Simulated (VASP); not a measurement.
Input of a VASP 6.6.1 run:

INCAR

```
PREC = Accurate ; ENCUT = 500
EDIFF = 1E-6 ; ISMEAR = 0
SIGMA = 0.01 ; LREAL = F
LASPH = T ; NELM = 120
ALGO = Normal ; ISIF = 2
LWAVE = F ; LCHARG = F
GGA = PE ; NBANDS = 15
GGA_COMPAT = F
```

File KPOINTS:

```
Automatic mesh
0
Gamma
  6 6 6
```

Contents of POSCAR:

```
KCl
1.0
    3.7708085932      0.0000000000      0.0000000000
    0.0000000000      3.7708085932      0.0000000000
    0.0000000000      0.0000000000      3.7708085932
K Cl
1 1
Direct
    0.0000000000      0.0000000000      0.0000000000
    0.5000000000      0.5000000000      0.5000000000
```

Potentials or basis: VASP PAW PBE potentials, release 64 (K_sv, Cl).

The run is started by

```sh
$ cat potpaw_PBE.64/K_sv/POTCAR potpaw_PBE.64/Cl/POTCAR > POTCAR
$ mpirun -np 1 vasp_std > vasp.out
```

(1) Estimate the pressure.

(2) Estimate the band gap on the k mesh.

Results:

(1) 1.1 GPa.

(2) 5.03 eV (least direct gap 5.24 eV).
